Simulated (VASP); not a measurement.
Runs of VASP 6.6.1 on CuO. The structure is that of space group P4/mmm (No. 123), or close to it. The cells are those of the table. 

| task | level | cell | k mesh | cutoff (eV) | gap on the mesh (eV) | pressure (GPa) |
| --- | --- | --- | --- | --- | --- | --- |
| single point | PBEsol | a = 4.108, b = 4.108, c = 3.840 Å, 6 atoms | 7 × 7 × 7 | 520 | none | 0.8 |
| single point | r2SCAN | a = 4.118, b = 4.118, c = 3.848 Å, 6 atoms | 7 × 7 × 7 | 520 | none | 0.9 |
| relaxation of the atoms | PBEsol | atoms relaxed from a = 4.161, b = 4.161, c = 3.849 Å, 6 atoms | 6 × 6 × 6 | 520 | none | -2.7 |
| relaxation of cell and atoms | PBEsol | relaxed from a = 4.161, b = 4.161, c = 3.888 Å, 6 atoms | 7 × 7 × 7 | 600 | none | 0.1 |
| single point | PBE | a = 4.105, b = 4.105, c = 3.835 Å, 6 atoms | 7 × 7 × 7 | 520 | none | (a) |

Alike in all rows: potentials or basis VASP PAW PBE potentials, release 64 (Cu, O); no spin polarisation; smearing fermi-dirac 0.05 eV.

Q: Estimate the missing entries.

A: (a) 9.1.

Caveats: an odd number of electrons without spin polarisation forces a metal; a magnetic or distorted state may lie lower; semilocal functionals often make such compounds metallic where correlation or magnetic order opens a gap, which also shifts bond lengths; the PAW data sets were made with another functional, which shifts forces and pressure a little (at least some runs); the relaxation stopped at its first step, so nothing moved (at least some runs); the cell stands under pressure (at least some runs).

A gap of «none» marks levels without a gap at the run's occupations.
